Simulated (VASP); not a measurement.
# CdF2: single point with r2SCAN

The system is CdF2.

```
Cd F
1.0
     0.00000    2.69410    2.69410
     2.69410    0.00000    2.69410
     2.69410    2.69410    0.00000
Cd F
1 2
Direct
  0.00000 0.00000 0.00000
  0.25000 0.25000 0.25000
  0.75000 0.75000 0.75000
```

```
Program             : VASP 6.6.1
Task                : single point
Functional          : r2SCAN
Potentials or basis : VASP PAW PBE potentials, release 64 (Cd_sv_GW, F)
Cutoff              : 770 eV
k mesh              : 8 × 8 × 8
Occupations         : gaussian, width 0.05 eV
Spin                : no spin polarisation
```

The pressure is -0.4 GPa. The band gap on the k mesh is 3.79 eV (least direct gap 4.31 eV).

Levels at points of the mesh, in eV from the valence-band top:
| k point | band 13 | band 14 | band 15 | band 16 | band 17 | band 18 | band 19 | band 20 | band 21 | band 22 |
| --- | --- | --- | --- | --- | --- | --- | --- | --- | --- | --- |
| (0.00, 0.00, 0.00) | -0.99 | -0.99 | -0.52 | -0.52 | -0.52 | 3.79 | 13.61 | 13.61 | 13.61 | 17.95 |
| (0.50, 0.00, 0.00) | -2.28 | -1.85 | -1.85 | -0.41 | -0.41 | 8.02 | 9.70 | 15.61 | 15.61 | 18.99 |
| (0.50, 0.50, 0.00) | -2.96 | -2.96 | -0.52 | -0.09 | -0.09 | 8.91 | 10.58 | 12.21 | 15.30 | 15.30 |

Run time: 4 min on 1 thread of AMD EPYC 7R13 Processor (Zen 3) (shared host), peak memory 0.22 GiB.

Caveat: the PAW data sets were made with another functional, which shifts forces and pressure a little. A k mesh can miss the band edges.
